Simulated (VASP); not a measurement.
## AlGa2P3: single point with PBE

The system is AlGa2P3.

```xyz
6
Lattice="-1.9473 1.9473 8.2577 1.9473 -1.9473 8.2577 1.9473 1.9473 -8.2577" Properties=species:S:1:pos:R:3 pbc="T T T"
Al    0.0000    0.0000    8.2577
Ga    0.0000    0.0000   13.7626
Ga    0.0000    0.0000    2.7527
P     1.9473    0.0000    6.8875
P     1.9473    0.0000    1.3702
P     0.0000    1.9473    4.1288
```

```
Program                : VASP 6.6.1
Task                   : single point
Functional             : PBE
Potentials or basis    : VASP PAW PBE potentials, release 64 (Al, Ga_d, P)
Cutoff                 : 520 eV
k mesh                 : 10 × 10 × 10
Occupations            : gaussian, width 0.02 eV
Spin                   : no spin polarisation
Dipole correction      : no
Further INCAR settings : ALGO = Normal; EDIFF = 1e-06; NBANDS = 31
```

```
Pressure               : 0.0 GPa
Largest force          : 0.005 eV/Å
Band gap on the k mesh : 1.67 eV, indirect (least direct gap 1.78 eV)
```

Forces in eV/Å, atoms in the order of the input:
```
Al   0.000  0.000  0.000
Ga   0.000  0.000  0.000
Ga   0.000  0.000  0.000
P    0.000  0.000  0.005
P    0.000  0.000 -0.005
P    0.000  0.000  0.000
```

Levels at points of the mesh, in eV from the valence-band top:
```csv
k point,band 18,band 19,band 20,band 21,band 22,band 23,band 24,band 25,band 26,band 27
"(0.00, 0.00, 0.00)",-1.93,-1.93,-0.03,0.00,0.00,1.78,1.82,2.34,2.98,3.10
"(0.50, 0.00, 0.00)",-2.46,-1.07,-1.00,-0.96,-0.94,1.88,3.03,3.36,4.70,4.72
"(0.50, 0.50, 0.00)",-3.05,-2.96,-2.93,-2.40,-2.40,1.67,1.98,3.28,3.60,3.76
"(0.50, 0.50, 0.50)",-1.82,-0.98,-0.98,-0.77,-0.77,1.68,2.00,2.88,3.17,3.87
```

It took 16 min on 1 thread of Intel(R) Xeon(R) 6975P-C (Granite Rapids) (shared host), peak memory 0.89 GiB.

A k mesh can miss the band edges. A hybrid or GW would open this gap; PBE tends to underestimate it.
